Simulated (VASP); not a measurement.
A run of VASP 6.6.1 is set up as follows.

File INCAR:

```
PREC = Accurate
ENCUT = 600
EDIFF = 1E-6
ISMEAR = -1
SIGMA = 0.05
LREAL = False
LASPH = True
NELM = 100
ALGO = Normal
ISIF = 4
LWAVE = False
LCHARG = False
GGA = PE
IBRION = 2
NSW = 50
EDIFFG = -0.005
```

KPOINTS

```
Automatic mesh
0
Gamma
  12 12 6
```

The input POSCAR:

```
Na
1.0
    3.4695363703      0.0000000000      0.0000000000
   -1.7347681851      3.0047066360      0.0000000000
    0.0000000000      0.0000000000      5.6908547529
Na
2
Direct
    0.3333333333      0.6666666667      0.2500000000
    0.6666666667      0.3333333333      0.7500000000
```

Potentials or basis: VASP PAW PBE potentials, release 64 (Na_pv).

Launch:

```sh
$ cat potpaw_PBE.64/Na_pv/POTCAR > POTCAR
$ mpirun -np 1 vasp_std > vasp.out
```

Q: Predict the band gap on the k mesh.

A: Zero (band 7 reaches 3.43 eV, above the bottom of band 8 at -1.53 eV).

Final structure:
```
Na
1.0
     3.46954    0.00000    0.00000
    -1.73477    3.00471    0.00000
     0.00000    0.00000    5.69085
Na
2
Direct
  0.33333 0.66667 0.25000
  0.66667 0.33333 0.75000
```

Caveat: the relaxation stopped at its first step, so nothing moved.
